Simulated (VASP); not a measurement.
A run of VASP 6.6.1 is set up as follows.

File INCAR:

```
PREC = Accurate
ENCUT = 500
EDIFF = 1E-6
ISMEAR = 0
SIGMA = 0.1
LREAL = False
LASPH = True
NELM = 120
ALGO = Normal
ISIF = 2
LWAVE = False
LCHARG = True
GGA = PS
LELF = True
LVHAR = True
NBANDS = 26
GGA_COMPAT = False
```

The input KPOINTS:

```
regular mesh
0
Gamma
  6 6 6
```

POSCAR

```
Nb
1.0
    4.9306821359      0.0000000000      0.0000000000
   -2.4653410680      4.2700959877      0.0000000000
    0.0000000000      0.0000000000      3.0227225268
Nb
3
Direct
    0.0000000000      0.0000000000      0.0000000000
    0.3333333333      0.6666666667      0.5000000000
    0.6666666667      0.3333333333      0.5000000000
```

Potentials or basis: VASP PAW PBE potentials, release 64 (Nb_sv).

Launch:

```bash
$ cat potpaw_PBE.64/Nb_sv/POTCAR > POTCAR
$ mpirun -np 1 vasp_std > vasp.out
```

(1) Estimate the pressure.

Results:

(1) -21.7 GPa.

Caveat: the PAW data sets were made with another functional, which shifts forces and pressure a little.
